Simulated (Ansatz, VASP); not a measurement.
## GaAsSe3 in VASP and in Ansatz

```xyz
5
Lattice="4.1635 0.0000 0.0000 -2.0817 3.6057 0.0000 0.0000 0.0000 8.2513" Properties=species:S:1:pos:R:3 pbc="T T T"
Ga    0.0000    2.4038    4.1256
As    2.0817    1.2019    0.0000
Se    0.0000    0.0000    6.7115
Se    0.0000    0.0000    1.5398
Se    2.0817    1.2019    4.1256
```

Change from the starting cell: species swapped into the GaNi3As type (P-6m2, No. 187).

Alike in both runs: functional PBE; k mesh 6 × 6 × 4; occupations gaussian, width 0.1 eV; no spin polarisation.

Ansatz relaxed the structure, and its values are those at the end. VASP's run is a single point on that final structure, the one shown.

```csv
,VASP,Ansatz
version,VASP 6.6.1,Ansatz 0.2.0
potentials or method,"VASP PAW PBE potentials, release 64 (Ga_d, As, Se), cutoff 520 eV","scalar-relativistic, plane waves, PAW"
valence electrons in the cell,36,76
```

```tsv
	VASP	Ansatz	Ansatz less VASP
gap on the k mesh at the Fermi level (eV)	none	none	-
pressure (GPa)	0.0	-0.1	-0.06
rms of the force components (eV/Å)	0.004	0.004	+0.0002
```

A gap of «none» marks a metal or a gap that the smearing closes. VASP's potentials hold 36 valence electrons a cell and Ansatz's 76, so a difference there can come from the potentials and not from the codes.
